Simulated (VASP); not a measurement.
Wanted: the native input for a VASP 6.6.1 run.

- Task: single point
- Functional: PBEsol
- Potentials or basis: VASP PAW PBE potentials, release 64 (Al, N)
- Cutoff: 520 eV
- k mesh: 6 × 6 × 4
- Occupations: gaussian, width 0.01 eV
- Spin: no spin polarisation
- Dipole correction: no
- Further INCAR settings: ALGO = Normal; EDIFF = 1e-07; NBANDS = 16

The structure of AlN lies in POSCAR:

```
AlN
1.0
    3.2607884184      0.0000000000      0.0000000000
   -1.6303942092      2.8239256067      0.0000000000
    0.0000000000      0.0000000000      4.0655621738
Al N
2 2
Direct
    0.3333333333      0.6666666667      0.7500000000
    0.6666666667      0.3333333333      0.2500000000
    0.3333333333      0.6666666667      0.2500000000
    0.6666666667      0.3333333333      0.7500000000
```

These files were run (other wordings do the same):

INCAR

```
SYSTEM = AlN
PREC     = Accurate       ! precision mode
ENCUT    = 520            ! plane-wave cutoff, eV
EDIFF    = 1E-7           ! SCF threshold, eV
ISMEAR   = 0              ! smearing method
SIGMA    = 0.01           ! smearing width, eV
LREAL    = .False.        ! projectors in reciprocal space
LASPH    = .True.         ! aspherical terms in the spheres
NELM     = 60             ! most SCF steps
ALGO     = Normal         ! electronic algorithm
ISIF     = 2              ! what is computed and relaxed
LWAVE    = .False.        ! write WAVECAR
LCHARG   = .True.         ! write CHGCAR
GGA      = PS             ! functional
LELF     = .True.         ! ELF
LVHAR    = .True.       
NBANDS   = 16             ! bands
```

KPOINTS

```
regular mesh
0
Gamma
  6 6 4
  0 0 0
```

Potentials or basis: VASP PAW PBE potentials, release 64 (Al, N).

Command:

```console
$ cat potpaw_PBE.64/Al/POTCAR potpaw_PBE.64/N/POTCAR > POTCAR
$ mpirun -np 1 vasp_std > vasp.out
```

Results of the run:

- Pressure: 10.0 GPa
- Band gap on the k mesh: 3.66 eV, direct

Caveat: the PAW data sets were made with another functional, which shifts forces and pressure a little.

It took 12 s on 1 thread of AMD EPYC 7R43 64-Core Processor (Zen 3) (shared host), peak memory 0.11 GiB.
